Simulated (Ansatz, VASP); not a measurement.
**Two plane-wave programs on Cd**

```
Cd
1.0
     2.97907    0.00000    0.00000
    -1.48954    2.57995    0.00000
     0.00000    0.00000   22.01210
Cd
5
Direct
  0.00000 0.00000 0.24986
  0.33333 0.66667 0.37633
  0.00000 0.00000 0.50000
  0.33333 0.66667 0.62367
  0.00000 0.00000 0.75014
```

Alike in both runs: task single point; functional r2SCAN; k mesh 16 × 16 × 1; occupations fermi-dirac, width 0.1 eV; no spin polarisation.

|  | VASP | Ansatz |
| --- | --- | --- |
| version | VASP 6.6.1 | Ansatz 0.2.0 |
| potentials or method | VASP PAW PBE potentials, release 64 (Cd) | PAW with Ansatz's default frozen-core files, scalar-relativistic |
| plane-wave cutoff (eV) | 520 | 500 |
| valence electrons in the cell | 60 | 100 |

```csv
,VASP,Ansatz,Ansatz less VASP
rms of the force components (eV/Å),0.006,0.002,-0.0044
```

VASP's potentials were made for PBE, not for r2SCAN. Atom by atom the forces differ by 0.004 eV/Å (rms over components). The functional is the same, so the differences come from potentials, cutoffs and numerics. VASP's potentials hold 60 valence electrons a cell and Ansatz's 100, so a difference there can come from the potentials and not from the codes. Ansatz's warnings: vacuum density over bound.
